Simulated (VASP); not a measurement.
A run of VASP 6.6.1:

The input POSCAR:

```
Ag
1.0
    0.0000000000      2.0427500000      2.0427500000
    2.0427500000      0.0000000000      2.0427500000
    2.0427500000      2.0427500000      0.0000000000
Ag
1
Direct
    0.0000000000      0.0000000000      0.0000000000
```

The input INCAR.step1:

```
SYSTEM = Ag
ALGO = Normal ; EDIFF = 1E-5
EDIFFG = -0.005 ; ENCUT = 550
GGA = PE ; GGA_COMPAT = .FALSE.
IBRION = 2 ; ISIF = 3
ISMEAR = -1 ; LASPH = .TRUE.
LCHARG = .FALSE. ; LREAL = .FALSE.
LWAVE = .TRUE. ; NELM = 120
NELMIN = 4 ; NSW = 100
PREC = Accurate ; SIGMA = 0.1
```

File INCAR.step2:

```
SYSTEM = Ag
ALGO = Normal ; EDIFF = 1E-7
EDIFFG = -0.03 ; ENCUT = 550
GGA_COMPAT = .FALSE. ; IBRION = 2
ISIF = 8 ; ISMEAR = -1
ISTART = 1 ; LASPH = .TRUE.
LCHARG = .FALSE. ; LMIXTAU = .TRUE.
LREAL = .FALSE. ; LWAVE = .FALSE.
METAGGA = R2SCAN ; NELM = 120
NELMIN = 4 ; NSW = 80
PREC = Accurate ; SIGMA = 0.1
```

File KPOINTS:

```
k-points
0
G
  17 17 17
  0 0 0
```

Potentials or basis: VASP PAW PBE potentials, release 64 (Ag).

Run with:

```console
$ cat potpaw_PBE.64/Ag/POTCAR > POTCAR
$ cp INCAR.step1 INCAR
$ mpirun -np 1 vasp_std > vasp.out
$ cp INCAR.step2 INCAR
$ mpirun -np 1 vasp_std > vasp.out
```

Hardware: 1 thread of Intel(R) Xeon(R) Platinum 8375C CPU @ 2.90GHz (Ice Lake) (shared host).

Q: How long does it take, and how much memory?

A: Run time: 3.5 min on 1 thread of Intel(R) Xeon(R) Platinum 8375C CPU @ 2.90GHz (Ice Lake), with other jobs on the host, peak memory 0.18 GiB. Counts: k points 165, ion steps 3.
